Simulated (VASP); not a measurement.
A run of VASP 6.6.1 is set up as follows.

Contents of INCAR:

```
SYSTEM = HC4
ALGO = Normal ; DIPOL = 0.5 0.5 0.241
EDIFF = 1E-7 ; ENCUT = 520
GGA = PE ; IDIPOL = 3
ISIF = 2 ; ISMEAR = 0
IVDW = 12 ; LASPH = .True.
LCHARG = .False. ; LDIPOL = .True.
LREAL = .False. ; LWAVE = .False.
NBANDS = 28 ; NELM = 100
PREC = Accurate ; SIGMA = 0.1
```

KPOINTS

```
k-points
0
Gamma
  6 6 1
  0 0 0
```

Contents of POSCAR:

```
HC4
1.0
    4.9314011428      0.0000000001      0.0000000000
   -2.4657005715      4.2707186659      0.0000000000
    0.0000000000      0.0000000000     18.0000000000
C H
8 2
Direct
    0.1666666667      0.3333333333      0.2222222222
    0.1666666667      0.8333333333      0.2222222222
    0.6666666667      0.3333333333      0.2222222222
    0.6666666667      0.8333333333      0.2222222222
    0.3333333333      0.1666666667      0.2222222222
    0.3333333333      0.6666666667      0.2222222222
    0.8333333333      0.1666666667      0.2222222222
    0.8333333333      0.6666666667      0.2222222222
   -0.0186877442     -0.0186848854      0.3183333333
    0.5186877442      0.5186848854      0.3183333333
```

Potentials or basis: VASP PAW PBE potentials, release 64 (C, H).

Launch:

```bash
$ cat potpaw_PBE.64/C/POTCAR potpaw_PBE.64/H/POTCAR > POTCAR
$ mpirun -np 1 vasp_std > vasp.out
```

Question: Estimate the largest force.

Answer: 1.191 eV/Å.

Question: Predict the dispersion energy per atom.

Answer: -0.091 eV.

Question: What does it give for the band gap on the k mesh?

Answer: Zero (band 17 reaches -3.23 eV, above the bottom of band 18 at -3.86 eV).

Forces on the atoms (eV/Å):
```
C   -0.267  0.154 -0.026
C    0.002 -0.081 -0.272
C    0.071  0.039 -0.272
C   -0.448  0.259 -0.433
C    0.267 -0.154 -0.026
C   -0.002  0.081 -0.272
C   -0.071 -0.039 -0.272
C    0.448 -0.259 -0.433
H   -0.320 -0.555  1.004
H    0.320  0.555  1.004
```
